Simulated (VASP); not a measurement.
# Co (P6_3/mmc) in VASP: a series of runs, part 2 of 2

VASP 6.6.1. Earlier steps stand in the parts before.

### Step 4. Single point, PBE, collinear spin, ferromagnetic start (10.85 Å³/atom)

This run uses another cell than the first one, of 10.85 Å³/atom.

INCAR reads:

```
SYSTEM = Co
PREC = Accurate
ENCUT = 520
EDIFF = 1E-7
ISMEAR = 0
SIGMA = 0.15
LREAL = .False.
LASPH = .True.
NELM = 150
ALGO = Fast
ISIF = 2
LWAVE = .False.
LCHARG = .False.
ISPIN = 2
MAGMOM = 1.1 1.1
LORBIT = 11
NUPDOWN = 2.2
LMAXMIX = 4
GGA = PE
NBANDS = 20
```

KPOINTS reads:

```
regular mesh
0
Gamma
  24 24 12
  0 0 0
```

POSCAR reads:

```
Co
1.0
    2.4932834166      0.0000000000      0.0000000000
   -1.2466417083      2.1592467776      0.0000000000
    0.0000000000      0.0000000000      4.0323930238
Co
2
Direct
    0.6666666667      0.3333333333      0.2500000000
    0.3333333333      0.6666666667      0.7500000000
```

Potentials or basis: VASP PAW PBE potentials, release 64 (Co).

Run with:

```console
$ cat potpaw_PBE.64/Co/POTCAR > POTCAR
$ mpirun -np 1 vasp_std > vasp.out
```

OUTCAR:

```text
SYSTEM = Co
   PREC = Accurate
   ENCUT = 520
   EDIFF = 1E-7
   ISMEAR = 0
   LREAL = .False.
   LASPH = .True.
   NELM = 150
   ISIF = 2
   ISPIN = 2
   LORBIT = 11
   NUPDOWN = 2.2
   GGA = PE

 ion  position               nearest neighbor table
   1  0.667  0.333  0.250-   2 2.48   2 2.48   2 2.48   2 2.48   2 2.48   2 2.48
   2  0.333  0.667  0.750-   1 2.48   1 2.48   1 2.48   1 2.48   1 2.48   1 2.48

  LATTYP: Found a hexagonal cell.
 ALAT       =     2.4932834166
 C/A-ratio  =     1.6173023079

  Lattice vectors:

 A1 = (   2.4932834166,   0.0000000000,   0.0000000000)
 A2 = (  -1.2466417083,   2.1592467776,   0.0000000000)
[... 1325 lines left out ...]
 -----------------------------------------------------------------------------
  energy-cutoff  :      520.00
  volume of cell :       21.71
      direct lattice vectors                 reciprocal lattice vectors
     2.493283417  0.000000000  0.000000000     0.401077548  0.231562230  0.000000000
    -1.246641708  2.159246778  0.000000000     0.000000000  0.463124461  0.000000000
     0.000000000  0.000000000  4.032393024     0.000000000  0.000000000  0.247991700

 POSITION                                       TOTAL-FORCE (eV/Angst)
 -----------------------------------------------------------------------------------
      1.24664      0.71975      1.00810         0.000000      0.000000      0.000000
     -0.00000      1.43950      3.02429        -0.000000     -0.000000      0.000000
 -----------------------------------------------------------------------------------
    total drift:                                0.000000     -0.000000     -0.000000

  FREE ENERGIE OF THE ION-ELECTRON SYSTEM (eV)
  ---------------------------------------------------
  free  energy   TOTEN  =       -13.9011929759 eV

  energy  without entropy=      -13.8479649349  energy(sigma->0) =      -13.87457896

 total charge

# of ion       s       p       d       tot
------------------------------------------
    1        0.482   0.514   7.276   8.273
    2        0.482   0.514   7.276   8.273
--------------------------------------------------
tot          0.964   1.029  14.553  16.546

 magnetization (x)

# of ion       s       p       d       tot
------------------------------------------
    1       -0.015  -0.048   1.184   1.121
    2       -0.015  -0.048   1.184   1.121
--------------------------------------------------
tot         -0.030  -0.097   2.369   2.242
```

OSZICAR:

```text
N       E                     dE             d eps       ncg     rms          rms(c)
DAV:   1     0.849242374068E+02    0.84924E+02   -0.77969E+03 35912   0.118E+03
DAV:   2    -0.117347992244E+02   -0.96659E+02   -0.87529E+02 34784   0.217E+02
DAV:   3    -0.161801331651E+02   -0.44453E+01   -0.42436E+01 38672   0.560E+01
DAV:   4    -0.162470783499E+02   -0.66945E-01   -0.66886E-01 41696   0.607E+00
DAV:   5    -0.162490429529E+02   -0.19646E-02   -0.19645E-02 39776   0.995E-01    0.148E+01
RMM:   6    -0.143951002499E+02    0.18539E+01   -0.75733E+00 40761   0.294E+01    0.698E+00
RMM:   7    -0.139521018015E+02    0.44300E+00   -0.90160E-01 40177   0.107E+01    0.345E+00
RMM:   8    -0.139126300257E+02    0.39472E-01   -0.20666E-02 47497   0.967E-01    0.133E+00
RMM:   9    -0.139029074871E+02    0.97225E-02   -0.55702E-03 50180   0.381E-01    0.338E-01
RMM:  10    -0.139012199203E+02    0.16876E-02   -0.94426E-04 45755   0.321E-01    0.917E-02
RMM:  11    -0.139011779971E+02    0.41923E-04   -0.42817E-04 52864   0.110E-01    0.473E-02
RMM:  12    -0.139011901355E+02   -0.12138E-04   -0.59644E-05 49834   0.497E-02    0.125E-02
RMM:  13    -0.139011921652E+02   -0.20298E-05   -0.15144E-05 53677   0.243E-02    0.472E-03
RMM:  14    -0.139011928454E+02   -0.68021E-06   -0.27480E-06 52323   0.819E-03    0.332E-03
RMM:  15    -0.139011929841E+02   -0.13865E-06   -0.31858E-07 38920   0.315E-03    0.150E-03
RMM:  16    -0.139011929759E+02    0.81579E-08   -0.80212E-08 27024   0.210E-03
   1 F= -.13901193E+02 E0= -.13874579E+02  d E =-.532280E-01  mag=     2.2000
```

It took 5.9 min on 1 thread of AMD EPYC 7R13 (Zen 3), shared host; peak memory 0.32 GiB.

What came out:

| Property | Result |
| --- | --- |
| Free energy | -13.9012 eV |
| Pressure | -6.7 GPa |
| Net moment | 2.20 μB per cell |
| Site moments | Co +1.12 μB |
| Valence electrons inside the program's atomic spheres | Co 8.27 |

Stress tensor (GPa, compression positive):
```
-6.13  0.00  0.00
 0.00 -6.13  0.00
 0.00  0.00 -7.72
```

Caveat: the cell stands under tension; the total moment is fixed, so each spin has its own Fermi level.

### Step 5. Single point, PBE, collinear spin, ferromagnetic start (9.04 Å³/atom)

This run uses another cell than the first one, of 9.04 Å³/atom.

INCAR reads:

```
PREC = Accurate
ENCUT = 520
EDIFF = 1E-7
ISMEAR = 0
SIGMA = 0.15
LREAL = F
LASPH = T
NELM = 150
ALGO = Normal
ISIF = 2
LWAVE = F
LCHARG = F
ISPIN = 2
MAGMOM = 0.55 0.55
LORBIT = 11
NUPDOWN = 1.1
LMAXMIX = 4
GGA = PE
NBANDS = 20
```

KPOINTS reads:

```
regular mesh
0
Gamma
  24 24 12
```

POSCAR reads:

```
Co
1.0
    2.3462389646      0.0000000000      0.0000000000
   -1.1731194823      2.0319025467      0.0000000000
    0.0000000000      0.0000000000      3.7945776923
Co
2
Direct
    0.6666666667      0.3333333333      0.2500000000
    0.3333333333      0.6666666667      0.7500000000
```

Potentials or basis: VASP PAW PBE potentials, release 64 (Co).

Run with:

```console
$ cat potpaw_PBE.64/Co/POTCAR > POTCAR
$ mpirun -np 1 vasp_std > vasp.out
```

OUTCAR:

```text
PREC = Accurate
   ENCUT = 520
   EDIFF = 1E-7
   ISMEAR = 0
   LREAL = F
   LASPH = T
   NELM = 150
   ISIF = 2
   ISPIN = 2
   LORBIT = 11
   NUPDOWN = 1.1
   GGA = PE

 ion  position               nearest neighbor table
   1  0.667  0.333  0.250-   2 2.33   2 2.33   2 2.33   2 2.33   2 2.33   2 2.33
   2  0.333  0.667  0.750-   1 2.33   1 2.33   1 2.33   1 2.33   1 2.33   1 2.33

  LATTYP: Found a hexagonal cell.
 ALAT       =     2.3462389646
 C/A-ratio  =     1.6173023079

  Lattice vectors:

 A1 = (   2.3462389646,   0.0000000000,   0.0000000000)
 A2 = (  -1.1731194823,   2.0319025467,   0.0000000000)
 A3 = (   0.0000000000,   0.0000000000,   3.7945776923)

Analysis of symmetry for initial positions (statically):
=====================================================================
 Subroutine PRICEL returns:
 Original cell was already a primitive cell.

 Routine SETGRP: Setting up the symmetry group for a
 hexagonal supercell.

 Subroutine GETGRP returns: Found 24 space group operations
 (whereof 12 operations were pure point group operations)
 out of a pool of 24 trial point group operations.

The static configuration has the point symmetry D_3d.
 The point group associated with its full space group is D_6h.

Analysis of symmetry for dynamics (positions and initial velocities):
=====================================================================
 Subroutine PRICEL returns:
 Original cell was already a primitive cell.

 Routine SETGRP: Setting up the symmetry group for a
 hexagonal supercell.

 Subroutine GETGRP returns: Found 24 space group operations
 (whereof 12 operations were pure point group operations)
 out of a pool of 24 trial point group operations.

The dynamic configuration has the point symmetry D_3d.
 The point group associated with its full space group is D_6h.

Analysis of structural, dynamic, and magnetic symmetry:
[... 151 lines left out ...]
 number of electron      18.0000007 magnetization       1.1000001

 Free energy of the ion-electron system (eV)
  ---------------------------------------------------
  ext. energy  EPLUGINS =         0.00000000
  ---------------------------------------------------
  free energy    TOTEN  =       -13.40582745 eV

  energy without entropy =      -13.35294683  energy(sigma->0) =      -13.37938714

 E-fermi :  13.2182     XC(G=0): -14.5275

 val. band max:       13.2176284130   @ k =   0.3333   0.0417   0.0833
 cond. band min:      13.0698551556   @ k =   0.3333   0.0833   0.2500
 fundamental gap:     -0.1477732574
 Fermi energy:        13.0687220604

 spin component 1

 k-point     1 :       0.0000    0.0000    0.0000
  band No.  band energies     occupation
      1       3.0833      1.00000
      2       7.2323      1.00000
      3      10.5509      1.00000
      4      10.5924      1.00000
      5      10.5924      1.00000
      6      11.0300      1.00000
[... 541 lines left out ...]
     19      39.3385      0.00000
     20      41.0879      0.00000

 [... further k-points ...]

 spin component 2

 k-point     1 :       0.0000    0.0000    0.0000
  band No.  band energies     occupation
      1       3.0800      1.00000
      2       7.5529      1.00000
      3      11.1087      1.00000
      4      11.1355      1.00000
      5      11.1355      1.00000
      6      11.5936      1.00000
[... 541 lines left out ...]
     19      39.5040      0.00000
     20      41.1834      0.00000

 [... further k-points ...]

------------------------ aborting loop because EDIFF is reached ----------------------------------------

  FORCE on cell =-STRESS in cart. coord.  units (eV):
  Direction    XX          YY          ZZ          XY          YZ          ZX
  --------------------------------------------------------------------------------------
  -------------------------------------------------------------------------------------
  Total        5.2552446      5.2552446      5.1700349      0.0000000      0.0000000      0.0000000
  in kB      465.4413382    465.4413383    457.8945703      0.0000000      0.0000000      0.0000000
  external PRESSURE =     462.9257489 kB  Pullay stress =       0.0000000 kB

 VOLUME and BASIS-vectors are now :
 -----------------------------------------------------------------------------
  energy-cutoff  :      520.00
  volume of cell :       18.09
      direct lattice vectors                 reciprocal lattice vectors
     2.346238965  0.000000000  0.000000000     0.426214045  0.246074794  0.000000000
    -1.173119482  2.031902547  0.000000000     0.000000000  0.492149587  0.000000000
     0.000000000  0.000000000  3.794577692     0.000000000  0.000000000  0.263533937

 POSITION                                       TOTAL-FORCE (eV/Angst)
 -----------------------------------------------------------------------------------
      1.17312      0.67730      0.94864        -0.000000     -0.000000      0.000000
     -0.00000      1.35460      2.84593         0.000000      0.000000      0.000000
 -----------------------------------------------------------------------------------
    total drift:                                0.000000     -0.000000     -0.000000

  FREE ENERGIE OF THE ION-ELECTRON SYSTEM (eV)
  ---------------------------------------------------
  free  energy   TOTEN  =       -13.4058274536 eV

  energy  without entropy=      -13.3529468252  energy(sigma->0) =      -13.37938714

 total charge

# of ion       s       p       d       tot
------------------------------------------
    1        0.571   0.700   7.422   8.692
    2        0.571   0.700   7.422   8.692
--------------------------------------------------
tot          1.142   1.400  14.843  17.385

 magnetization (x)

# of ion       s       p       d       tot
------------------------------------------
    1       -0.007  -0.025   0.577   0.545
    2       -0.007  -0.025   0.577   0.545
--------------------------------------------------
tot         -0.014  -0.050   1.154   1.090
```

stdout:

```text
POSCAR found type information on POSCAR Co
 POSCAR found :  1 types and       2 ions
 scaLAPACK will be used
 LDA part: xc-table for (Slater+PW92), standard interpolation
 POSCAR, INCAR and KPOINTS ok, starting setup
 FFT: planning ... GRIDC
 FFT: planning ... GRID_SOFT
 FFT: planning ... GRID
 WAVECAR not read
 entering main loop
```

Wall time 2.3 min (1 thread of AMD EPYC 9R45 (Zen 5), shared host); peak memory 0.28 GiB.

What came out:

```yaml
Free_energy: -13.4058 eV
Pressure: 46.3 GPa
Net_moment: 1.10 μB per cell
Site_moments: Co +0.55 μB
Valence_electrons_inside_the_program's_atomic_spheres: Co 8.69
```

Caveat: the cell stands under pressure; the total moment is fixed, so each spin has its own Fermi level.

### Step 6. Summary

| fixed moment (μB) | cell | pressure (GPa) | moment (μB) |
| --- | --- | --- | --- |
| 1.65 | a = 2.686, b = 2.686, c = 4.344 Å, angles 90.0, 90.0, 120.0°, 2 atoms | -33.8 | 1.65 |
| 1.1 | a = 2.493, b = 2.493, c = 4.032 Å, angles 90.0, 90.0, 120.0°, 2 atoms | -10.3 | 1.10 |
| 2.2 | a = 2.493, b = 2.493, c = 4.032 Å, angles 90.0, 90.0, 120.0°, 2 atoms | -6.7 | 2.20 |
| 1.1 | a = 2.346, b = 2.346, c = 3.795 Å, angles 90.0, 90.0, 120.0°, 2 atoms | 46.3 | 1.10 |

Alike in all rows: task single point; level PBE; potentials or basis VASP PAW PBE potentials, release 64 (Co); spin collinear, ferromagnetic start; k mesh 24 × 24 × 12; cutoff (eV) 520; smearing gaussian 0.15 eV.

Caveats: the total moment is fixed, so each spin has its own Fermi level; the cell stands under tension (at least some runs); the cell stands under pressure (at least some runs).

Absolute energies hang on the potentials; compare differences alone.
